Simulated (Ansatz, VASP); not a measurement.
# Sn2Se: VASP beside Ansatz

```xyz
3
Lattice="5.6055 0.0000 0.0000 -2.8028 4.8545 0.0000 0.0000 0.0000 2.9581" Properties=species:S:1:pos:R:3 pbc="T T T"
Sn    0.0000    3.2363    0.0000
Sn    2.8028    1.6182    0.0000
Se    0.0000    0.0000    0.0000
```

Alike in both runs: functional PBE; k mesh 12 × 12 × 14; occupations gaussian, width 0.1 eV; no spin polarisation.

Ansatz relaxed the structure, and its values are those at the end. VASP's run is a single point on that final structure, the one shown.

|  | VASP | Ansatz |
| --- | --- | --- |
| version | VASP 6.6.1 | Ansatz 0.2.0 |
| potentials or method | VASP PAW PBE potentials, release 64 (Sn_d, Se), cutoff 520 eV | scalar-relativistic, plane waves, PAW |
| valence electrons in the cell | 34 | 44 |

```tsv
	VASP	Ansatz	Ansatz less VASP
gap on the k mesh at the Fermi level (eV)	none	none	-
pressure (GPa)	0.0	0.0	+0.04
```

A gap of «none» marks a metal or a gap that the smearing closes. With one functional, cell and mesh, what is left measures potentials, basis and numerics. VASP's potentials hold 34 valence electrons a cell and Ansatz's 44, so a difference there can come from the potentials and not from the codes.
